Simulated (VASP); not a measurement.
# GaAs (F-43m) in VASP: vibrations by perturbation theory with PBE

Aim: the vibrations by perturbation theory of GaAs with PBE.

Program: VASP 6.6.1. These are calculated values, not measurements. Logs are shortened: lines on timing, memory, paths and dates and some standing lists are left out, and cuts for length are marked.

## Step 1: The cell of the first run

It takes space group F-43m (No. 216, cubic). The conventional cell has a = 5.650 Å, b = 5.650 Å, c = 5.650 Å, α = 90.00°, β = 90.00°, γ = 90.00°. Within 3.2 Å of Ga (site symmetry -43m) lie 4 As at 2.45 Å. As (site symmetry -43m) has 4 Ga at 2.45 Å within 3.2 Å.

## Step 2: Vibrations by perturbation theory, PBE

INCAR

```
ALGO     = Normal         # electronic algorithm
EDIFF    = 1E-8           # SCF threshold, eV
ENCUT    = 520            # plane-wave cutoff, eV
GGA      = PE             # functional
IBRION   = 8              # ionic algorithm
ISIF     = 2              # what is computed and relaxed
ISMEAR   = 0              # smearing method
LASPH    = True           # aspherical terms in the spheres
LCHARG   = False          # write CHGCAR
LREAL    = False          # projectors in reciprocal space
LWAVE    = False          # write WAVECAR
NBANDS   = 46             # bands
NELM     = 60             # most SCF steps
NSW      = 1              # ionic steps
PREC     = Accurate       # precision mode
SIGMA    = 0.01           # smearing width, eV
```

KPOINTS

```
Automatic mesh
0
Gamma
  3 3 3
  0.25 0.25 0.25
```

POSCAR

```
GaAs
1.0
    5.6500000000      0.0000000000      0.0000000000
    0.0000000000      5.6500000000      0.0000000000
    0.0000000000      0.0000000000      5.6500000000
Ga As
4 4
Direct
    0.0000000000      0.0000000000      0.0000000000
    0.0000000000      0.5000000000      0.5000000000
    0.5000000000      0.0000000000      0.5000000000
    0.5000000000      0.5000000000      0.0000000000
    0.2500000000      0.2500000000      0.2500000000
    0.2500000000      0.7500000000      0.7500000000
    0.7500000000      0.2500000000      0.7500000000
    0.7500000000      0.7500000000      0.2500000000
```

Potentials or basis: VASP PAW PBE potentials, release 64 (Ga_d, As).

Run with:

```sh
$ cat potpaw_PBE.64/Ga_d/POTCAR potpaw_PBE.64/As/POTCAR > POTCAR
$ mpirun -np 1 vasp_std > vasp.out
```

OUTCAR:

```text
EDIFF = 1E-8
   ENCUT = 520
   GGA = PE
   IBRION = 8
   ISIF = 2
   ISMEAR = 0
   LASPH = True
   LREAL = False
   NELM = 60
   NSW = 1
   PREC = Accurate

 ion  position               nearest neighbor table
   1  0.000  0.000  0.000-   5 2.45   6 2.45   7 2.45   8 2.45
   2  0.000  0.500  0.500-   5 2.45   6 2.45   7 2.45   8 2.45
   3  0.500  0.000  0.500-   5 2.45   6 2.45   7 2.45   8 2.45
   4  0.500  0.500  0.000-   5 2.45   6 2.45   7 2.45   8 2.45
   5  0.250  0.250  0.250-   1 2.45   2 2.45   3 2.45   4 2.45
   6  0.250  0.750  0.750-   1 2.45   2 2.45   3 2.45   4 2.45
   7  0.750  0.250  0.750-   1 2.45   2 2.45   3 2.45   4 2.45
   8  0.750  0.750  0.250-   1 2.45   2 2.45   3 2.45   4 2.45

  LATTYP: Found a simple cubic cell.
 ALAT       =     5.6500000000

  Lattice vectors:

 A1 = (   5.6500000000,   0.0000000000,   0.0000000000)
 A2 = (   0.0000000000,   5.6500000000,   0.0000000000)
 A3 = (   0.0000000000,   0.0000000000,   5.6500000000)

Analysis of symmetry for initial positions (statically):
=====================================================================
 Subroutine PRICEL returns following result:

  LATTYP: Found a face centered cubic cell.
 ALAT       =     5.6500000000

  Lattice vectors:

 A1 = (   2.8250000000,  -2.8250000000,   0.0000000000)
 A2 = (   2.8250000000,   0.0000000000,   2.8250000000)
 A3 = (   0.0000000000,  -2.8250000000,   2.8250000000)

   4 primitive cells build up your supercell.

 Routine SETGRP: Setting up the symmetry group for a
 simple cubic supercell.

 Subroutine GETGRP returns: Found 24 space group operations
 (whereof 24 operations were pure point group operations)
 out of a pool of 48 trial point group operations.

The static configuration has the point symmetry T_d .

Analysis of symmetry for dynamics (positions and initial velocities):
[... 705 lines left out ...]
 INTERNAL STRAIN TENSOR  FOR ION    5  DIRECTION 1   (eV/Angst):
 -----------------------------------------------------------------------------
     0.00005  0.00000  0.00000
     0.00000  0.00006 -8.00141
     0.00000 -8.00141  0.00006

 INTERNAL STRAIN TENSOR FOR ION    8 for displacements in x,y,z  (eV/Angst):
          X           Y           Z          XY          YZ          ZX
  --------------------------------------------------------------------------------
  x     0.00000     0.00000     0.00000    -0.00000    -8.00141    -0.00000
  y     0.00000     0.00000     0.00000     0.00000    -0.00000    -8.00141
  z     0.00000     0.00000     0.00000    -8.00141     0.00000     0.00000

 SECOND DERIVATIVES (NOT SYMMETRIZED)
 ------------------------------------
               1X          1Y          1Z          2X          2Y          2Z          3X          3Y          3Z          4X          4Y          4Z          5X          5Y          5Z          6X          6Y          6Z          7X          7Y          7Z          8X          8Y          8Z
  1X   -10.028742   -0.000000   -0.000000   -1.971456    0.000000   -0.000000    1.194439    0.000000   -0.000000    1.194439    0.000000   -0.000000    2.402830    2.000621    2.000621    2.402830   -2.000621   -2.000621    2.402830   -2.000621    2.000621    2.402830    2.000621   -2.000621
  1Y    -0.000000  -10.028742    0.000000    0.000000    1.194439    0.000000   -0.000000   -1.971456    0.000000   -0.000000    1.194439    0.000000    2.000621    2.402830    2.000621   -2.000621    2.402830    2.000621   -2.000621    2.402830   -2.000621    2.000621    2.402830   -2.000621
  1Z    -0.000000   -0.000000  -10.028742    0.000000    0.000000    1.194439    0.000000    0.000000    1.194439    0.000000    0.000000   -1.971456    2.000621    2.000621    2.402830   -2.000621    2.000621    2.402830    2.000621   -2.000621    2.402830   -2.000621   -2.000621    2.402830
  2X    -1.971456    0.000000   -0.000000  -10.028742   -0.000000   -0.000000    1.194439    0.000000   -0.000000    1.194439    0.000000   -0.000000    2.402830   -2.000621   -2.000621    2.402830    2.000621    2.000621    2.402830    2.000621   -2.000621    2.402830   -2.000621    2.000621
  2Y     0.000000    1.194439    0.000000   -0.000000  -10.028742    0.000000   -0.000000    1.194439    0.000000   -0.000000   -1.971456    0.000000   -2.000621    2.402830    2.000621    2.000621    2.402830    2.000621    2.000621    2.402830   -2.000621   -2.000621    2.402830   -2.000621
  2Z     0.000000    0.000000    1.194439   -0.000000   -0.000000  -10.028742    0.000000    0.000000   -1.971456    0.000000    0.000000    1.194439   -2.000621    2.000621    2.402830    2.000621    2.000621    2.402830   -2.000621   -2.000621    2.402830    2.000621   -2.000621    2.402830
  3X     1.194439    0.000000   -0.000000    1.194439    0.000000   -0.000000  -10.028742   -0.000000   -0.000000   -1.971456    0.000000   -0.000000    2.402830   -2.000621    2.000621    2.402830    2.000621   -2.000621    2.402830    2.000621    2.000621    2.402830   -2.000621   -2.000621
  3Y    -0.000000   -1.971456    0.000000   -0.000000    1.194439    0.000000   -0.000000  -10.028742    0.000000    0.000000    1.194439    0.000000   -2.000621    2.402830   -2.000621    2.000621    2.402830   -2.000621    2.000621    2.402830    2.000621   -2.000621    2.402830    2.000621
  3Z     0.000000    0.000000    1.194439    0.000000    0.000000   -1.971456   -0.000000   -0.000000  -10.028742    0.000000    0.000000    1.194439    2.000621   -2.000621    2.402830   -2.000621   -2.000621    2.402830    2.000621    2.000621    2.402830   -2.000621    2.000621    2.402830
  4X     1.194439    0.000000   -0.000000    1.194439    0.000000   -0.000000   -1.971456    0.000000   -0.000000  -10.028742   -0.000000   -0.000000    2.402830    2.000621   -2.000621    2.402830   -2.000621    2.000621    2.402830   -2.000621   -2.000621    2.402830    2.000621    2.000621
  4Y    -0.000000    1.194439    0.000000   -0.000000   -1.971456    0.000000    0.000000    1.194439    0.000000   -0.000000  -10.028742    0.000000    2.000621    2.402830   -2.000621   -2.000621    2.402830   -2.000621   -2.000621    2.402830    2.000621    2.000621    2.402830    2.000621
  4Z     0.000000    0.000000   -1.971456    0.000000    0.000000    1.194439    0.000000    0.000000    1.194439   -0.000000   -0.000000  -10.028742   -2.000621   -2.000621    2.402830    2.000621   -2.000621    2.402830   -2.000621    2.000621    2.402830    2.000621    2.000621    2.402830
  5X     2.397718    1.999150    1.999150    2.397718   -1.999150   -1.999150    2.397718   -1.999150    1.999150    2.397718    1.999150   -1.999150  -11.143672   -0.000000    0.000000   -0.373647    0.000000    0.000000    0.963223   -0.000000    0.000000    0.963223    0.000000   -0.000000
  5Y     1.999150    2.397718    1.999150   -1.999150    2.397718    1.999150   -1.999150    2.397718   -1.999150    1.999150    2.397718   -1.999150    0.000000  -11.143672    0.000000   -0.000000    0.963223    0.000000    0.000000   -0.373647    0.000000    0.000000    0.963223   -0.000000
  5Z     1.999150    1.999150    2.397718   -1.999150    1.999150    2.397718    1.999150   -1.999150    2.397718   -1.999150   -1.999150    2.397718    0.000000    0.000000  -11.143672   -0.000000    0.000000    0.963223    0.000000   -0.000000    0.963223    0.000000    0.000000   -0.373647
  6X     2.397718   -1.999150   -1.999150    2.397718    1.999150    1.999150    2.397718    1.999150   -1.999150    2.397718   -1.999150    1.999150   -0.373647    0.000000    0.000000  -11.143672   -0.000000    0.000000    0.963223    0.000000   -0.000000    0.963223   -0.000000    0.000000
  6Y    -1.999150    2.397718    1.999150    1.999150    2.397718    1.999150    1.999150    2.397718   -1.999150   -1.999150    2.397718   -1.999150   -0.000000    0.963223    0.000000    0.000000  -11.143672    0.000000    0.000000    0.963223   -0.000000    0.000000   -0.373647    0.000000
  6Z    -1.999150    1.999150    2.397718    1.999150    1.999150    2.397718   -1.999150   -1.999150    2.397718    1.999150   -1.999150    2.397718   -0.000000    0.000000    0.963223    0.000000    0.000000  -11.143672    0.000000    0.000000   -0.373647    0.000000   -0.000000    0.963223
  7X     2.397718   -1.999150    1.999150    2.397718    1.999150   -1.999150    2.397718    1.999150    1.999150    2.397718   -1.999150   -1.999150    0.963223   -0.000000    0.000000    0.963223    0.000000   -0.000000  -11.143672   -0.000000    0.000000   -0.373647    0.000000    0.000000
  7Y    -1.999150    2.397718   -1.999150    1.999150    2.397718   -1.999150    1.999150    2.397718    1.999150   -1.999150    2.397718    1.999150    0.000000   -0.373647    0.000000    0.000000    0.963223   -0.000000    0.000000  -11.143672    0.000000   -0.000000    0.963223    0.000000
  7Z     1.999150   -1.999150    2.397718   -1.999150   -1.999150    2.397718    1.999150    1.999150    2.397718   -1.999150    1.999150    2.397718    0.000000   -0.000000    0.963223    0.000000    0.000000   -0.373647    0.000000    0.000000  -11.143672   -0.000000    0.000000    0.963223
  8X     2.397718    1.999150   -1.999150    2.397718   -1.999150    1.999150    2.397718   -1.999150   -1.999150    2.397718    1.999150    1.999150    0.963223    0.000000   -0.000000    0.963223   -0.000000    0.000000   -0.373647    0.000000    0.000000  -11.143672   -0.000000    0.000000
  8Y     1.999150    2.397718   -1.999150   -1.999150    2.397718   -1.999150   -1.999150    2.397718    1.999150    1.999150    2.397718    1.999150    0.000000    0.963223   -0.000000    0.000000   -0.373647    0.000000   -0.000000    0.963223    0.000000    0.000000  -11.143672    0.000000
  8Z    -1.999150   -1.999150    2.397718    1.999150   -1.999150    2.397718   -1.999150    1.999150    2.397718    1.999150    1.999150    2.397718    0.000000    0.000000   -0.373647    0.000000   -0.000000    0.963223   -0.000000    0.000000    0.963223    0.000000    0.000000  -11.143672

 Eigenvectors and eigenvalues of the dynamical matrix
 ----------------------------------------------------

   1 f  =    8.060807 THz    50.647543 2PiTHz  268.879573 cm-1    33.336803 meV
             X         Y         Z           dx          dy          dz
      0.000000  0.000000  0.000000     0.287794    0.216332   -0.001004
      0.000000  2.825000  2.825000     0.287794    0.216332   -0.001004
      2.825000  0.000000  2.825000     0.287794    0.216332   -0.001004
      2.825000  2.825000  0.000000     0.287794    0.216332   -0.001004
      1.412500  1.412500  1.412500    -0.277333   -0.208469    0.000968
      1.412500  4.237500  4.237500    -0.277333   -0.208469    0.000968
      4.237500  1.412500  4.237500    -0.277333   -0.208469    0.000968
      4.237500  4.237500  1.412500    -0.277333   -0.208469    0.000968
[... 243 lines left out ...]
  24 f/i=    0.004288 THz     0.026945 2PiTHz    0.143049 cm-1     0.017736 meV
             X         Y         Z           dx          dy          dz
      0.000000  0.000000  0.000000    -0.055784    0.338773    0.049950
      0.000000  2.825000  2.825000    -0.055784    0.338773    0.049950
      2.825000  0.000000  2.825000    -0.055784    0.338773    0.049950
      2.825000  2.825000  0.000000    -0.055784    0.338773    0.049950
      1.412500  1.412500  1.412500    -0.057888    0.351551    0.051834
      1.412500  4.237500  4.237500    -0.057888    0.351551    0.051834
      4.237500  1.412500  4.237500    -0.057888    0.351551    0.051834
      4.237500  4.237500  1.412500    -0.057888    0.351551    0.051834

--------------------------------------------------------------------------------------------------------

 ELASTIC MODULI CONTR FROM IONIC RELAXATION (kBar)
 Direction    XX          YY          ZZ          XY          YZ          ZX
 --------------------------------------------------------------------------------
 XX          -0.0000     -0.0000     -0.0000      0.0000      0.0000      0.0000
 YY          -0.0000     -0.0000     -0.0000      0.0000      0.0000      0.0000
 ZZ          -0.0000     -0.0000     -0.0000      0.0000      0.0000      0.0000
 XY           0.0000      0.0000      0.0000   -237.1300      0.0000     -0.0000
 YZ           0.0000      0.0000      0.0000      0.0000   -237.1300     -0.0000
 ZX           0.0000      0.0000      0.0000     -0.0000      0.0000   -237.1300
 --------------------------------------------------------------------------------
```

Wall time 41 min (1 thread of AMD EPYC 7R13, shared host); peak memory 0.69 GiB.

What came out:

| Property | Result |
| --- | --- |
| Highest phonon frequency at Γ, LO-TO splitting left out | 269 cm⁻¹ |

Phonon frequencies in cm⁻¹ (negative: imaginary):
```
              q point                                                                          frequencies
(0.000, 0.000, 0.000)  0 0 0 70 70 70 70 70 70 221 221 221 237 237 237 256 256 256 256 256 256 269 269 269
```

Caveat: the k points lie up to 0.37 Å⁻¹ apart; the cell wasn't relaxed at this level first, which shifts response properties.
